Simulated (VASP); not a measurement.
# Lu2Si3P (P4/mmm) in VASP: notebook, part 2 of 2

VASP 6.6.1. Earlier steps stand in the parts before.

## Step 4: Relaxation of cell and atoms, PBE

INCAR reads:

```
ALGO = Normal ; EDIFF = 1E-7
EDIFFG = -0.04 ; ENCUT = 600
GGA = PE ; IBRION = 2
ISIF = 3 ; ISMEAR = 0
LASPH = True ; LCHARG = False
LREAL = False ; LWAVE = False
NELM = 60 ; NSW = 90
PREC = Accurate ; SIGMA = 0.1
```

KPOINTS reads:

```
k-points
0
Gamma
  4 4 4
```

POSCAR reads:

```
Lu2Si3P
1.0
    4.4446587800      0.0000000000      0.0000000000
    0.0000000000      4.4446587800      0.0000000000
    0.0000000000      0.0000000000      5.9715842800
Lu Si P
2 3 1
Direct
    0.0000000000      0.5000000000      0.5000000000
    0.5000000000      0.0000000000      0.5000000000
    0.0000000000      0.0000000000      0.2008615600
    0.0000000000      0.0000000000      0.7991384400
    0.0000000000      0.0000000000      0.5000000000
    0.5000000000      0.5000000000      0.5000000000
```

On the command line:

```sh
$ cat potpaw_PBE.64/Lu/POTCAR potpaw_PBE.64/Si/POTCAR potpaw_PBE.64/P/POTCAR > POTCAR
$ mpirun -np 1 vasp_std > vasp.out
```

Run time: 43 min. Hardware: 1 thread of Oxide Virtual Turin-like, shared host; peak memory 0.28 GiB.

The run converged. Its results:

* Free energy: -29.5936 eV
* Relaxed volume: 32.99 Å³/atom
* Relaxed cell: a = 5.384 Å, b = 5.384 Å, c = 6.829 Å, α = 90.00°, β = 90.00°, γ = 90.00°
* Space group after relaxing (to 0.1 Å): P4/mmm (No. 123)
* Energy gained by relaxing: 2154.1 meV/atom
* Ionic steps: 13
* Pressure after relaxing: 0.2 GPa
* Largest force after relaxing: 0.039 eV/Å
* Band gap on the k mesh: zero (an odd number of electrons rules out a gap without spin polarisation)

Forces on the atoms (eV/Å):
```
Lu   0.000  0.000  0.000
Lu   0.000  0.000  0.000
Si   0.000  0.000  0.039
Si   0.000  0.000 -0.039
Si   0.000  0.000  0.000
P    0.000  0.000  0.000
```

Step by step:
| step | energy change (eV) | largest force (eV/Å) | pressure (GPa) | volume (Å³) |
| --- | --- | --- | --- | --- |
| 1 | 0.0000 | 13.4894 | 67.56 | 117.97 |
| 2 | 0.8329 | 40.2033 | 3.08 | 323.45 |
| 3 | -11.7387 | 7.5794 | 5.63 | 190.66 |
| 4 | -11.7688 | 7.2744 | 6.02 | 188.54 |
| 5 | -11.9068 | 0.0184 | -5.54 | 240.47 |
| 6 | -12.7439 | 0.4916 | 1.77 | 209.55 |
| 7 | -12.6287 | 0.1347 | -3.10 | 217.41 |
| 8 | -12.7139 | 0.1839 | -2.23 | 212.60 |
| 9 | -12.7311 | 0.3203 | -1.92 | 211.12 |
| 10 | -12.7382 | 0.4012 | -1.75 | 210.34 |
| 11 | -12.8884 | 0.3144 | -1.17 | 204.93 |
| 12 | -12.9084 | 0.2008 | -0.76 | 202.46 |
| 13 | -12.9244 | 0.0390 | 0.15 | 197.96 |

Final structure:
```yaml
crystal:
  lattice:
    - [5.38430, 0.00000, 0.00000]
    - [0.00000, 5.38430, 0.00000]
    - [0.00000, 0.00000, 6.82857]
  atoms:
    - { symbol: Lu, position: [0.00000, 0.50000, 0.50000] }
    - { symbol: Lu, position: [0.50000, 0.00000, 0.50000] }
    - { symbol: Si, position: [0.00000, 0.00000, 0.16509] }
    - { symbol: Si, position: [0.00000, 0.00000, 0.83491] }
    - { symbol: Si, position: [0.00000, 0.00000, 0.50000] }
    - { symbol: P, position: [0.50000, 0.50000, 0.50000] }
```

Levels at points of the mesh, in eV from the Fermi level:
```csv
k point,band 30,band 31,band 32,band 33,band 34,band 35,band 36,band 37,band 38,band 39
"(0.00, 0.00, 0.00)",-0.28,-0.28,-0.14,-0.14,-0.02,0.45,1.53,1.53,1.62,1.93
"(0.50, 0.00, 0.00)",-1.52,-1.39,-0.37,-0.02,0.83,0.99,1.25,2.04,2.09,2.35
"(0.50, 0.50, 0.00)",-1.86,-1.43,-0.33,-0.33,0.40,0.40,1.96,1.99,3.44,3.44
"(0.00, 0.00, 0.50)",-1.24,-1.24,-0.59,-0.01,0.32,0.32,1.92,2.24,2.44,2.44
"(0.50, 0.00, 0.50)",-1.98,-1.85,-1.51,-1.07,-0.15,1.30,2.26,2.37,2.98,3.14
"(0.50, 0.50, 0.50)",-1.74,-1.74,-1.49,-1.30,-1.30,1.34,1.34,3.50,3.86,4.16
```

Caveat: the volume moved by over 15 % at a fixed basis, so the end points are rough; spin-orbit coupling is left out, which moves the levels of the heavy elements.

## Step 5: Single point, PBE

This run uses another cell than the first one, of 32.61 Å³/atom.

INCAR reads:

```
SYSTEM = Lu2Si3P
  PREC = Accurate
  ENCUT = 520
  EDIFF = 1E-6
  ISMEAR = 0
  SIGMA = 0.1
  LREAL = .FALSE.
  LASPH = .TRUE.
  NELM = 80
  ALGO = Normal
  ISIF = 2
  LWAVE = .FALSE.
  LCHARG = .TRUE.
  GGA = PE
  LELF = .TRUE.
  LVHAR = .TRUE.
  NBANDS = 42
```

KPOINTS reads:

```
Automatic mesh
0
G
  8 8 6
  0 0 0
```

POSCAR reads:

```
Lu2Si3P
1.0
    5.3927883408      0.0000000000      0.0000000000
    0.0000000000      5.3927883408      0.0000000000
    0.0000000000      0.0000000000      6.7288155550
Lu Si P
2 3 1
Direct
    0.0000000000      0.5000000000      0.5000000000
    0.5000000000      0.0000000000      0.5000000000
    0.0000000000      0.0000000000      0.1659143673
    0.0000000000      0.0000000000      0.8340856327
    0.0000000000      0.0000000000      0.5000000000
    0.5000000000      0.5000000000      0.5000000000
```

On the command line:

```sh
$ cat potpaw_PBE.64/Lu/POTCAR potpaw_PBE.64/Si/POTCAR potpaw_PBE.64/P/POTCAR > POTCAR
$ mpirun -np 1 vasp_std > vasp.out
```

Wall time 11 min (1 thread of Oxide Virtual Turin-like, shared host); peak memory 0.53 GiB.

It converged, with:

```yaml
Free_energy: -29.5669 eV
Pressure: 0.1 GPa
Largest_force: 0.003 eV/Å
Band_gap_on_the_k_mesh: zero (an odd number of electrons rules out a gap without spin polarisation)
```

Forces on the atoms (eV/Å):
```
Lu   0.000  0.000  0.000
Lu   0.000  0.000  0.000
Si   0.000  0.000 -0.003
Si   0.000  0.000  0.003
Si   0.000  0.000  0.000
P    0.000  0.000  0.000
```

Stress tensor (GPa, compression positive):
```
 0.15  0.00  0.00
 0.00  0.15  0.00
 0.00  0.00 -0.08
```

Levels at points of the mesh, in eV from the Fermi level:
```csv
k point,band 30,band 31,band 32,band 33,band 34,band 35,band 36,band 37,band 38,band 39
"(0.00, 0.00, 0.00)",-0.37,-0.37,-0.17,-0.17,-0.03,0.49,1.48,1.48,1.55,1.87
"(0.50, 0.00, 0.00)",-1.50,-1.39,-0.41,-0.11,0.80,1.05,1.20,2.03,2.16,2.35
"(0.50, 0.50, 0.00)",-1.89,-1.40,-0.37,-0.37,0.34,0.34,2.11,2.12,3.45,3.45
"(0.00, 0.00, 0.50)",-1.37,-1.37,-0.59,-0.03,0.28,0.28,1.88,2.21,2.45,2.45
"(0.50, 0.00, 0.50)",-2.04,-1.96,-1.49,-1.21,-0.18,1.33,2.24,2.34,2.98,3.16
"(0.50, 0.50, 0.50)",-1.77,-1.66,-1.48,-1.41,-1.41,1.36,1.36,3.44,3.80,4.15
```

Caveat: spin-orbit coupling is left out, which moves the levels of the heavy elements.

## Step 6: The runs side by side

```tsv
task	cell	k mesh	cutoff (eV)	gap on the mesh (eV)	pressure (GPa)	largest force (eV/Å)
single point	a = 4.445, b = 4.445, c = 5.972 Å, 6 atoms, atomic positions A	4 × 4 × 4	520	none	67.5	13.49
single point	a = 5.371, b = 5.371, c = 6.835 Å, 6 atoms, atomic positions B	4 × 4 × 4	520	none	0.3	0.02
relaxation of cell and atoms	relaxed from a = 4.445, b = 4.445, c = 5.972 Å, 6 atoms, atomic positions A	4 × 4 × 4	600	none	0.2	0.04
single point	a = 5.393, b = 5.393, c = 6.729 Å, 6 atoms, atomic positions B	8 × 8 × 6	520	none	0.1	-
```

Alike in all rows: level PBE; potentials or basis VASP PAW PBE potentials, release 64 (Lu, Si, P); no spin polarisation; smearing gaussian 0.1 eV.

Caveats: spin-orbit coupling is left out, which moves the levels of the heavy elements; the cell stands under pressure (at least some runs); forces of over 1 eV/Å act on the atoms, so gaps and moduli don't describe the material at rest (at least some runs); the volume moved by over 15 % at a fixed basis, so the end points are rough (at least some runs).

Total energies depend on the potentials used, so only differences within one code and one set of settings carry meaning.
